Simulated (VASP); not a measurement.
# Al in VASP: further runs

Al is run at these levels: PBE; tasks: single point.

All numbers are computed with VASP 6.6.1; they aren't measurements. Logs are shortened: lines on timing, memory, paths and dates and some standing lists are left out, and cuts for length are marked.

### Step 1. The cell of the first run

The cell holds a slab with vacuum, 5 atoms: a = 2.857 Å, b = 2.857 Å, c = 22.436 Å, α = 90.00°, β = 90.00°, γ = 120.00°.

### Step 2. Single point, PBE

Contents of INCAR:

```
SYSTEM = Al
PREC     = Accurate       ! precision mode
ENCUT    = 520            ! plane-wave cutoff, eV
EDIFF    = 1E-6           ! SCF threshold, eV
ISMEAR   = -1             ! smearing method
SIGMA    = 0.08           ! smearing width, eV
LREAL    = .FALSE.        ! projectors in reciprocal space
LASPH    = .TRUE.         ! aspherical terms in the spheres
NELM     = 80             ! most SCF steps
ALGO     = Normal         ! electronic algorithm
ISIF     = 2              ! what is computed and relaxed
LWAVE    = .FALSE.        ! write WAVECAR
LCHARG   = .FALSE.        ! write CHGCAR
LDIPOL   = .TRUE.       
IDIPOL   = 3            
DIPOL    = 0.5 0.5 0.500
GGA      = PE             ! functional
NBANDS   = 16             ! bands
```

Contents of KPOINTS:

```
regular mesh
0
G
  16 16 1
  0 0 0
```

Contents of POSCAR:

```
Al
1.0
    2.8574853682      0.0000000000      0.0000000000
   -1.4287426841      2.4746549198      0.0000000000
    0.0000000000      0.0000000000     22.4361000000
Al
5
Direct
    0.8333333333      0.1666666667      0.2897110444
    0.1666666667      0.8333333333      0.3953996945
    0.5000000000      0.5000000000      0.5000000005
    0.8333333333      0.1666666667      0.6046003086
    0.1666666667      0.8333333333      0.7102889556
```

Potentials or basis: VASP PAW PBE potentials, release 64 (Al).

On the command line:

```
$ cat potpaw_PBE.64/Al/POTCAR > POTCAR
$ mpirun -np 1 vasp_std > vasp.out
```

OUTCAR:

```text
SYSTEM = Al
   PREC = Accurate
   ENCUT = 520
   EDIFF = 1E-6
   ISMEAR = -1
   LREAL = .FALSE.
   LASPH = .TRUE.
   NELM = 80
   ISIF = 2
   GGA = PE

 ion  position               nearest neighbor table
   1  0.833  0.167  0.290-   2 2.89   2 2.89   2 2.89
   2  0.167  0.833  0.395-   3 2.87   3 2.87   3 2.87   1 2.89   1 2.89   1 2.89
   3  0.500  0.500  0.500-   2 2.87   2 2.87   2 2.87   4 2.87   4 2.87   4 2.87
   4  0.833  0.167  0.605-   3 2.87   3 2.87   3 2.87   5 2.89   5 2.89   5 2.89
   5  0.167  0.833  0.710-   4 2.89   4 2.89   4 2.89

  LATTYP: Found a hexagonal cell.
 ALAT       =     2.8574853682
 C/A-ratio  =     7.8516937478

  Lattice vectors:

 A1 = (   2.8574853682,   0.0000000000,   0.0000000000)
 A2 = (  -1.4287426841,   2.4746549198,   0.0000000000)
 A3 = (   0.0000000000,   0.0000000000,  22.4361000000)

Analysis of symmetry for initial positions (statically):
=====================================================================
 Subroutine PRICEL returns:
 Original cell was already a primitive cell.

 Routine SETGRP: Setting up the symmetry group for a
 hexagonal supercell.

 Subroutine GETGRP returns: Found 12 space group operations
 (whereof  4 operations were pure point group operations)
 out of a pool of 24 trial point group operations.

The static configuration has the point symmetry C_2h.
 The point group associated with its full space group is D_3d.

Analysis of symmetry for dynamics (positions and initial velocities):
=====================================================================
 Subroutine PRICEL returns:
 Original cell was already a primitive cell.

 Routine SETGRP: Setting up the symmetry group for a
 hexagonal supercell.

 Subroutine GETGRP returns: Found 12 space group operations
 (whereof  4 operations were pure point group operations)
 out of a pool of 24 trial point group operations.

The dynamic configuration has the point symmetry C_2h.
 The point group associated with its full space group is D_3d.

 Subroutine INISYM returns: Found 12 space group operations
 (whereof  4 operations are pure point group operations),
 and found     1 'primitive' translations

----------------------------------------------------------------------------------------

                                     Primitive cell

  volume of cell :     158.6522

  direct lattice vectors                    reciprocal lattice vectors
     2.857485368  0.000000000  0.000000000     0.349958047  0.202048373  0.000000000
    -1.428742684  2.474654920  0.000000000     0.000000000  0.404096746  0.000000000
[... 102 lines left out ...]
   NELECT =      15.0000    total number of electrons
   NUPDOWN=      -1.0000    fix difference up-down
   EMIN   =  10.00;   EMAX   =-10.00  energy-range for DOS
   EFERMI =   0.00;   METHOD = LEGACY
   ISMEAR =    -1;   SIGMA  =   0.08  broadening in eV -4-tet -1-fermi 0-gaus
   EFERMI_NEDOS =   21; number of points for ismear=-14 and -15
   IALGO  =     38    algorithm
   IMIX   =      4    mixing-type and parameters
     AMIX     =   0.40;   BMIX     =  1.00
     AMIX_MAG =   1.60;   BMIX_MAG =  1.00
  volume/ion in A,a.u.               =      31.73       214.13
  Fermi-wavevector in a.u.,A,eV,Ry     =   0.745801  1.409360  7.567830  0.556220
  Thomas-Fermi vector in A             =   1.841474
   LORBIT       =      0    0 simple, 1 ext, 2 COOP (PROOUT), +10 PAW based schemes
   GGA     = PE    functional components
   LHFCALC =     F    Hartree Fock is set to
   AEXX    =    0.0000 exact exchange contribution
   IVDW    =     0    specifies the selected vdW correction
   LEPSILON=     F    determine dielectric tensor
   LRPA    =     F    only Hartree local field effects (RPA)
 non-spin polarized calculation
  energy-cutoff  :      520.00
  volume of cell :      158.65
 maximum number of plane-waves:      4302
 NGX is ok and might be reduce to    24
   NGX = 11   NGY = 11   NGZ = 83

 number of electron      15.0000000 magnetization

 dipolmoment           0.000000      0.000000     -0.000000 electrons x Angstroem

 Free energy of the ion-electron system (eV)
  ---------------------------------------------------
  ext. energy  EPLUGINS =         0.00000000
  ---------------------------------------------------
  free energy    TOTEN  =       -18.02040095 eV

  energy without entropy =      -17.97035234  energy(sigma->0) =      -17.99537664

 E-fermi :   2.2473     XC(G=0):  -6.1565

 val. band max:        2.2332564018   @ k =   0.3750   0.1875   0.0000
 cond. band min:       2.3034725308   @ k =   0.3125   0.0625   0.0000
 fundamental gap:      0.0702161289
 Fermi energy:         2.2473342649

 k-point     1 :       0.0000    0.0000    0.0000
  band No.  band energies     occupation
      1      -8.5853      2.00000
      2      -7.8773      2.00000
      3      -6.7853      2.00000
      4      -5.3115      2.00000
      5      -3.4330      2.00000
      6      -1.3640      2.00000
[... 433 lines left out ...]
      3      -3.3744      2.00000
      4      -1.9343      2.00000
      5      -0.1147      2.00000
      6       1.7077      1.99765
[... 8 lines left out ...]
     15       6.5943      0.00000
     16       7.0087      0.00000

 [... further k-points ...]

------------------------ aborting loop because EDIFF is reached ----------------------------------------

 vacuum level on the upper side and lower side of the slab       (xc-potential included)        -0.232        -0.232

  FORCE on cell =-STRESS in cart. coord.  units (eV):
  Direction    XX          YY          ZZ          XY          YZ          ZX
  --------------------------------------------------------------------------------------
  -------------------------------------------------------------------------------------
  Total       -1.6443239     -1.6443239     -0.0121040      0.0000000     -0.0000000     -0.0000000
  in kB      -16.6054984    -16.6054984     -0.1222346      0.0000000     -0.0000000     -0.0000000
  external PRESSURE =     -11.1110771 kB  Pullay stress =       0.0000000 kB

 VOLUME and BASIS-vectors are now :
 -----------------------------------------------------------------------------
  energy-cutoff  :      520.00
  volume of cell :      158.65
      direct lattice vectors                 reciprocal lattice vectors
     2.857485368  0.000000000  0.000000000     0.349958047  0.202048373  0.000000000
    -1.428742684  2.474654920  0.000000000     0.000000000  0.404096746  0.000000000
     0.000000000  0.000000000 22.436100000     0.000000000  0.000000000  0.044571026

 POSITION                                       TOTAL-FORCE (eV/Angst)
 -----------------------------------------------------------------------------------
      2.14311      0.41244      6.49999        -0.000000      0.000000      0.000323
     -0.71437      2.06221      8.87123         0.000000     -0.000000      0.000752
      0.71437      1.23733     11.21805        -0.000000      0.000000      0.000000
      2.14311      0.41244     13.56487        -0.000000      0.000000     -0.000752
     -0.71437      2.06221     15.93611        -0.000000      0.000000     -0.000323
 -----------------------------------------------------------------------------------
    total drift:                                0.000000      0.000000     -0.000006

  FREE ENERGIE OF THE ION-ELECTRON SYSTEM (eV)
  ---------------------------------------------------
  free  energy   TOTEN  =       -18.0204009523 eV

  energy  without entropy=      -17.9703523351  energy(sigma->0) =      -17.99537664

 vacuum level on the upper side and lower side of the slab         6.149         6.149
```

OSZICAR:

```text
N       E                     dE             d eps       ncg     rms          rms(c)
DAV:   1     0.271602055904E+02    0.27160E+02   -0.45537E+03   960   0.659E+02
DAV:   2    -0.168880058999E+02   -0.44048E+02   -0.38989E+02  1344   0.104E+02
DAV:   3    -0.185777703661E+02   -0.16898E+01   -0.16690E+01  1328   0.213E+01
[... 12 lines left out ...]
DAV:  16    -0.180203402742E+02   -0.16921E-03   -0.50934E-06  1080   0.845E-03    0.304E-03
DAV:  17    -0.180203912258E+02   -0.50952E-04   -0.29928E-06  1032   0.504E-03    0.108E-03
DAV:  18    -0.180203968051E+02   -0.55793E-05   -0.24289E-07  1040   0.196E-03    0.509E-04
DAV:  19    -0.180204005686E+02   -0.37635E-05   -0.19844E-07   928   0.127E-03    0.297E-04
DAV:  20    -0.180204009523E+02   -0.38370E-06   -0.31592E-08   936   0.561E-04
   1 F= -.18020401E+02 E0= -.17995377E+02  d E =-.500486E-01
```

It took 2.8 min on 1 thread of AMD EPYC 7R13, shared host; peak memory 0.3 GiB.

What came out:

```yaml
Free_energy: -18.0204 eV
Band_gap_on_the_k_mesh: zero (an odd number of electrons rules out a gap without spin polarisation)
```

### Step 3. Single point, PBE

Contents of INCAR:

```
PREC     = Accurate       # precision mode
ENCUT    = 520            # plane-wave cutoff, eV
EDIFF    = 1E-7           # SCF threshold, eV
ISMEAR   = -1             # smearing method
SIGMA    = 0.08           # smearing width, eV
LREAL    = F              # projectors in reciprocal space
LASPH    = T              # aspherical terms in the spheres
NELM     = 100            # most SCF steps
ALGO     = Normal         # electronic algorithm
ISIF     = 2              # what is computed and relaxed
LWAVE    = F              # write WAVECAR
LCHARG   = F              # write CHGCAR
LDIPOL   = T            
IDIPOL   = 3            
DIPOL    = 0.5 0.5 0.500
GGA      = PE             # functional
NBANDS   = 16             # bands
```

Contents of KPOINTS:

```
Automatic mesh
0
Gamma
  16 16 1
```

POSCAR is that of step 2.

Potentials or basis: VASP PAW PBE potentials, release 64 (Al).

On the command line:

```
$ cat potpaw_PBE.64/Al/POTCAR > POTCAR
$ mpirun -np 1 vasp_std > vasp.out
```

OUTCAR:

```text
PREC = Accurate
   ENCUT = 520
   EDIFF = 1E-7
   ISMEAR = -1
   LREAL = F
   LASPH = T
   NELM = 100
   ISIF = 2
   GGA = PE

 ion  position               nearest neighbor table
   1  0.833  0.167  0.290-   2 2.89   2 2.89   2 2.89
   2  0.167  0.833  0.395-   3 2.87   3 2.87   3 2.87   1 2.89   1 2.89   1 2.89
   3  0.500  0.500  0.500-   2 2.87   2 2.87   2 2.87   4 2.87   4 2.87   4 2.87
   4  0.833  0.167  0.605-   3 2.87   3 2.87   3 2.87   5 2.89   5 2.89   5 2.89
   5  0.167  0.833  0.710-   4 2.89   4 2.89   4 2.89

  LATTYP: Found a hexagonal cell.
 ALAT       =     2.8574853682
 C/A-ratio  =     7.8516937478

  Lattice vectors:

 A1 = (   2.8574853682,   0.0000000000,   0.0000000000)
 A2 = (  -1.4287426841,   2.4746549198,   0.0000000000)
 A3 = (   0.0000000000,   0.0000000000,  22.4361000000)

Analysis of symmetry for initial positions (statically):
=====================================================================
 Subroutine PRICEL returns:
 Original cell was already a primitive cell.

 Routine SETGRP: Setting up the symmetry group for a
 hexagonal supercell.
[... 187 lines left out ...]
      2      -7.8773      2.00000
      3      -6.7853      2.00000
      4      -5.3114      2.00000
      5      -3.4330      2.00000
      6      -1.3640      2.00000
[... 433 lines left out ...]
      3      -3.3744      2.00000
      4      -1.9342      2.00000
      5      -0.1147      2.00000
      6       1.7077      1.99765
[... 8 lines left out ...]
     15       6.5943      0.00000
     16       7.0087      0.00000

 [... further k-points ...]

------------------------ aborting loop because EDIFF is reached ----------------------------------------

 vacuum level on the upper side and lower side of the slab       (xc-potential included)        -0.214        -0.214

  FORCE on cell =-STRESS in cart. coord.  units (eV):
  Direction    XX          YY          ZZ          XY          YZ          ZX
  --------------------------------------------------------------------------------------
  -------------------------------------------------------------------------------------
  Total       -1.6443253     -1.6443253     -0.0121921      0.0000000      0.0000000     -0.0000000
  in kB      -16.6055124    -16.6055124     -0.1231241      0.0000000      0.0000000     -0.0000000
  external PRESSURE =     -11.1113830 kB  Pullay stress =       0.0000000 kB

 VOLUME and BASIS-vectors are now :
 -----------------------------------------------------------------------------
  energy-cutoff  :      520.00
  volume of cell :      158.65
      direct lattice vectors                 reciprocal lattice vectors
     2.857485368  0.000000000  0.000000000     0.349958047  0.202048373  0.000000000
    -1.428742684  2.474654920  0.000000000     0.000000000  0.404096746  0.000000000
     0.000000000  0.000000000 22.436100000     0.000000000  0.000000000  0.044571026

 POSITION                                       TOTAL-FORCE (eV/Angst)
 -----------------------------------------------------------------------------------
      2.14311      0.41244      6.49999        -0.000000     -0.000000      0.000320
     -0.71437      2.06221      8.87123        -0.000000      0.000000      0.000754
      0.71437      1.23733     11.21805         0.000000     -0.000000      0.000000
      2.14311      0.41244     13.56487         0.000000     -0.000000     -0.000754
     -0.71437      2.06221     15.93611         0.000000     -0.000000     -0.000320
 -----------------------------------------------------------------------------------
    total drift:                                0.000000      0.000000     -0.000006

  FREE ENERGIE OF THE ION-ELECTRON SYSTEM (eV)
  ---------------------------------------------------
  free  energy   TOTEN  =       -18.0204009717 eV

  energy  without entropy=      -17.9703524332  energy(sigma->0) =      -17.99537670

 vacuum level on the upper side and lower side of the slab         6.152         6.152
```

stdout:

```text
POSCAR found type information on POSCAR Al
 POSCAR found :  1 types and       5 ions
 scaLAPACK will be used
 LDA part: xc-table for (Slater+PW92), standard interpolation
 POSCAR, INCAR and KPOINTS ok, starting setup
 FFT: planning ... GRIDC
 FFT: planning ... GRID_SOFT
 FFT: planning ... GRID
 WAVECAR not read
 entering main loop
```

Wall time 3 min (1 thread of AMD EPYC 7R13, shared host); peak memory 0.3 GiB.

What came out:

```yaml
Free_energy: -18.0204 eV
Band_gap_on_the_k_mesh: zero (an odd number of electrons rules out a gap without spin polarisation)
```

Levels at points of the mesh, in eV from the Fermi level:
| k point | band 4 | band 5 | band 6 | band 7 | band 8 | band 9 | band 10 | band 11 |
| --- | --- | --- | --- | --- | --- | --- | --- | --- |
| (0.00, 0.00, 0.00) | -7.56 | -5.68 | -3.61 | -1.23 | 1.12 | 2.95 | 4.16 | 4.36 |
| (0.50, 0.00, 0.00) | -4.23 | -3.36 | -3.09 | -1.87 | -1.42 | 0.17 | 0.23 | 1.94 |

### Step 4. Single point, PBE

This run uses another cell than the first one.

Contents of INCAR:

```
SYSTEM = Al
  PREC = Accurate
  ENCUT = 520
  EDIFF = 1E-7
  ISMEAR = -1
  SIGMA = 0.08
  LREAL = .False.
  LASPH = .True.
  NELM = 80
  ALGO = Normal
  ISIF = 2
  LWAVE = .False.
  LCHARG = .False.
  LDIPOL = .True.
  IDIPOL = 3
  DIPOL = 0.5 0.5 0.500
  GGA = PE
  NBANDS = 16
```

Contents of KPOINTS:

```
regular mesh
0
Gamma
  16 16 1
  0 0 0
```

Contents of POSCAR:

```
Al
1.0
    2.8574853682      0.0000000000      0.0000000000
   -1.4287426841      2.4746549198      0.0000000000
    0.0000000000      0.0000000000     25.3325000000
Al
5
Direct
    0.8333333330      0.1666666670      0.3157997015
    0.1666666670      0.8333333330      0.4078998505
    0.5000000000      0.5000000000      0.5000000000
    0.8333333330      0.1666666670      0.5921001495
    0.1666666670      0.8333333330      0.6842002985
```

On the command line:

```
$ cat potpaw_PBE.64/Al/POTCAR > POTCAR
$ mpirun -np 1 vasp_std > vasp.out
```

Run time: 5 min. Hardware: 1 thread of AMD EPYC 7R13, shared host; peak memory 0.33 GiB.

The run converged. Its results:

| Quantity | Value |
| --- | --- |
| Free energy | -18.0168 eV |
| Largest force | 0.089 eV/Å |
| Band gap on the k mesh | zero (an odd number of electrons rules out a gap without spin polarisation) |

Forces in eV/Å, atoms in the order of the input:
```
Al   0.000  0.000 -0.089
Al   0.000  0.000  0.061
Al   0.000  0.000  0.000
Al   0.000  0.000 -0.061
Al   0.000  0.000  0.089
```

Levels at points of the mesh, in eV from the Fermi level:
```tsv
k point	band 3	band 4	band 5	band 6	band 7	band 8	band 9	band 10	band 11	band 12
(0.00, 0.00, 0.00)	-9.07	-7.54	-5.62	-3.58	-1.15	1.23	3.05	4.02	4.29	5.78
(0.50, 0.00, 0.00)	-4.34	-4.30	-3.40	-3.12	-1.86	-1.40	0.22	0.28	1.97	2.23
```

### Step 5. Single point, PBE

This run uses another cell than the first one.

Contents of INCAR:

```
SYSTEM = Al
  PREC = Accurate
  ENCUT = 520
  EDIFF = 1E-6
  ISMEAR = -1
  SIGMA = 0.08
  LREAL = .FALSE.
  LASPH = .TRUE.
  NELM = 60
  ALGO = Normal
  ISIF = 2
  LWAVE = .FALSE.
  LCHARG = .FALSE.
  LDIPOL = .TRUE.
  IDIPOL = 3
  DIPOL = 0.5 0.5 0.500
  GGA = PE
  NBANDS = 16
```

Contents of KPOINTS:

```
regular mesh
0
G
  16 16 1
  0 0 0
```

Contents of POSCAR:

```
Al
1.0
    2.8574853682      0.0000000000      0.0000000000
   -1.4287426841      2.4746549198      0.0000000000
    0.0000000000      0.0000000000     25.3325000000
Al
5
Direct
    0.8333333333      0.1666666667      0.3137545030
    0.1666666667      0.8333333333      0.4073592054
    0.5000000000      0.5000000000      0.4999999998
    0.8333333333      0.1666666667      0.5926407961
    0.1666666667      0.8333333333      0.6862454957
```

On the command line:

```
$ cat potpaw_PBE.64/Al/POTCAR > POTCAR
$ mpirun -np 1 vasp_std > vasp.out
```

It took 5.2 min on 1 thread of AMD EPYC 7R13, shared host; peak memory 0.33 GiB.

It converged, with:

| Property | Result |
| --- | --- |
| Free energy | -18.0205 eV |
| Band gap on the k mesh | zero (an odd number of electrons rules out a gap without spin polarisation) |

Levels at points of the mesh, in eV from the Fermi level:
```tsv
k point	band 3	band 4	band 5	band 6	band 7	band 8	band 9	band 10	band 11	band 12
(0.00, 0.00, 0.00)	-9.03	-7.56	-5.68	-3.61	-1.23	1.12	2.98	3.98	4.25	5.73
(0.50, 0.00, 0.00)	-4.27	-4.23	-3.36	-3.09	-1.87	-1.42	0.17	0.23	1.94	2.20
```

### Step 6. Single point, PBE

This run uses another cell than the first one.

Contents of INCAR:

```
PREC = Accurate
ENCUT = 520
EDIFF = 1E-6
ISMEAR = -1
SIGMA = 0.08
LREAL = False
LASPH = True
NELM = 100
ALGO = Normal
ISIF = 2
LWAVE = False
LCHARG = False
LDIPOL = True
IDIPOL = 3
DIPOL = 0.5 0.5 0.500
GGA = PE
NBANDS = 16
```

Contents of KPOINTS:

```
regular mesh
0
Gamma
  16 16 1
```

POSCAR is that of step 5.

Potentials or basis: VASP PAW PBE potentials, release 64 (Al).

On the command line:

```
$ cat potpaw_PBE.64/Al/POTCAR > POTCAR
$ mpirun -np 1 vasp_std > vasp.out
```

Run time: 5 min. Hardware: 1 thread of AMD EPYC 7R13, shared host; peak memory 0.32 GiB.

Results (log left out):

```
Free energy            : -18.0205 eV
Band gap on the k mesh : zero (an odd number of electrons rules out a gap without spin polarisation)
```

Levels at points of the mesh, in eV from the Fermi level:
| k point | band 4 | band 5 | band 6 | band 7 | band 8 | band 9 | band 10 | band 11 |
| --- | --- | --- | --- | --- | --- | --- | --- | --- |
| (0.00, 0.00, 0.00) | -7.56 | -5.68 | -3.61 | -1.23 | 1.12 | 2.98 | 3.98 | 4.25 |
| (0.50, 0.00, 0.00) | -4.23 | -3.36 | -3.09 | -1.87 | -1.42 | 0.17 | 0.23 | 1.94 |

### Step 7. Overview

| cell | gap on the mesh (eV) |
| --- | --- |
| a = 2.857, b = 2.857, c = 22.436 Å, angles 90.0, 90.0, 120.0°, 5 atoms, atomic positions A | none |
| a = 2.857, b = 2.857, c = 25.332 Å, angles 90.0, 90.0, 120.0°, 5 atoms, atomic positions B | none |
| a = 2.857, b = 2.857, c = 25.332 Å, angles 90.0, 90.0, 120.0°, 5 atoms, atomic positions A | none |

Alike in all rows: task single point; level PBE; potentials or basis VASP PAW PBE potentials, release 64 (Al); no spin polarisation; k mesh 16 × 16 × 1; cutoff (eV) 520; smearing fermi-dirac 0.08 eV.

Total energies depend on the potentials used, so only differences within one code and one set of settings carry meaning.

The gap in the log of VASP goes by the Fermi energy; the results here count the filled bands.